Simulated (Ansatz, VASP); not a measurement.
# MgO in VASP and in Ansatz

The input INCAR:

```
  ALGO = Normal
  EDIFF = 1E-6
  ENCUT = 520
  ISIF = 2
  ISMEAR = 0
  LASPH = T
  LCHARG = F
  LREAL = F
  LWAVE = F
  NBANDS = 16
  NELM = 60
  PREC = Accurate
  SIGMA = 0.05
```

Contents of KPOINTS:

```
k-points
0
Gamma
  6 6 6
```

POSCAR

```
MgO
1.0
    3.5386735306      0.0000000000      0.0000000000
   -1.7693367653      3.0192917963      0.0000000000
    0.0000000000      0.0000000000      4.1780412200
Mg O
2 2
Direct
    0.6666666667      0.3333333333      0.7500000000
    0.3333333333      0.6666666667      0.2500000000
    0.6666666667      0.3333333333      0.2500000000
    0.3333333333      0.6666666667      0.7500000000
```

Input for Ansatz:

```yaml
crystal:
  lattice:
    - [3.5386735306, 0.0, 0.0]
    - [-1.7693367653, 3.0192917963, 0.0]
    - [0.0, 0.0, 4.17804122]
  atoms:
    - { symbol: Mg, position: [0.6666666667, 0.3333333333, 0.75] }
    - { symbol: Mg, position: [0.3333333333, 0.6666666667, 0.25] }
    - { symbol: O, position: [0.6666666667, 0.3333333333, 0.25] }
    - { symbol: O, position: [0.3333333333, 0.6666666667, 0.75] }
basis:
  ecutwfc: 420
kpoints:
  mp_grid: { grid: [6, 6, 6] }
hamiltonian:
  xc: lda
scf:
  occupations: { method: gaussian, width: 0.05 }
output:
  forces: true
  stress: true
  eigenvalues: true
```

Change from the starting cell: strain +0.0150 x Voigt [1, 0, 0, 0, 0, 0], atoms carried along.

Alike in both runs: task single point; functional LDA; k mesh 6 × 6 × 6; occupations gaussian, width 0.05 eV; no spin polarisation.

|  | VASP | Ansatz |
| --- | --- | --- |
| version | VASP 6.6.1 | Ansatz 0.2.0 |
| potentials or method | VASP PAW LDA potentials, release 64 (Mg, O), cutoff 520 eV | scalar-relativistic, plane waves, PAW |
| valence electrons in the cell | 16 | 32 |

Ansatz gave:

```
gap on the k mesh at the Fermi level (eV)                     : 3.27
least direct gap on the mesh (eV)                             : 3.27
pressure (GPa)                                                : -5.8
traceless stress, the component that is largest in VASP (GPa) : -1.45
rms of the force components (eV/Å)                            : 0.061
```

What did VASP give for the same quantities?

gap on the k mesh at the Fermi level (eV): 3.27; least direct gap on the mesh (eV): 3.27; pressure (GPa): -7.5; traceless stress, the component that is largest in VASP (GPa): -1.55; rms of the force components (eV/Å): 0.063.

LDA's correlation is that of Perdew and Zunger in VASP and of Perdew and Wang (1992) in Ansatz. Atom by atom the forces differ by 0.002 eV/Å (rms over components). VASP's potentials hold 16 valence electrons a cell and Ansatz's 32, so a difference there can come from the potentials and not from the codes.
